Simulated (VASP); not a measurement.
Runs of VASP 6.6.1 on CdO. It takes space group Fm-3m (No. 225, cubic). The conventional cell has a = 4.706 Å, b = 4.706 Å, c = 4.706 Å, α = 90.00°, β = 90.00°, γ = 90.00°. Within 3.1 Å of Cd (site symmetry m-3m) lie 6 O at 2.35 Å. Within 3.1 Å of O (site symmetry m-3m) lie 6 Cd at 2.35 Å. 

```tsv
level	potentials or basis	k mesh	cutoff (eV)	smearing	grid for exact exchange (PRECFOCK)	share of exact exchange	gap on the mesh (eV)	pressure (GPa)
r2SCAN	VASP PAW PBE potentials, release 64 (Cd_sv_GW, O)	6 × 6 × 6	770	methfessel-paxton 0.2 eV	-	-	0.10	-0.4
LDA	VASP PAW LDA potentials, release 64 (Cd_sv_GW, O)	6 × 6 × 6	700	fermi-dirac 0.02 eV	-	-	(b)	-6.5
r2SCAN	VASP PAW PBE potentials, release 64 (Cd_sv_GW, O)	6 × 6 × 6	770	fermi-dirac 0.02 eV	-	-	0.10	-0.4
r2SCAN50	VASP PAW PBE potentials, release 64 (Cd_sv_GW, O)	4 × 4 × 4	580	fermi-dirac 0.02 eV	Normal	0.5	4.21	-7.2
r2SCAN	VASP PAW PBE potentials, release 64 (Cd_sv_GW, O)	3 × 3 × 3	770	fermi-dirac 0.02 eV	-	-	(a)	-0.2
r2SCAN	VASP PAW PBE potentials, release 64 (Cd_sv_GW, O)	6 × 6 × 6	770	methfessel-paxton 0.5 eV	-	-	0.10	-0.4
```

Alike in all rows: task single point; no spin polarisation; cell as given.

Problem. Fill in the values left out.

Solution. (a) 0.36; (b) none.

Caveats: some runs use coarse meshes; semilocal functionals underestimate gaps, and a narrow one can read as zero (at least some runs); the PAW data sets were made with another functional, which shifts forces and pressure a little (at least some runs); an odd mesh through Γ misses points on the zone boundary, where band edges can lie (at least some runs).

A k mesh can miss the band edges, and the runs leave out spin-orbit coupling on Cd.
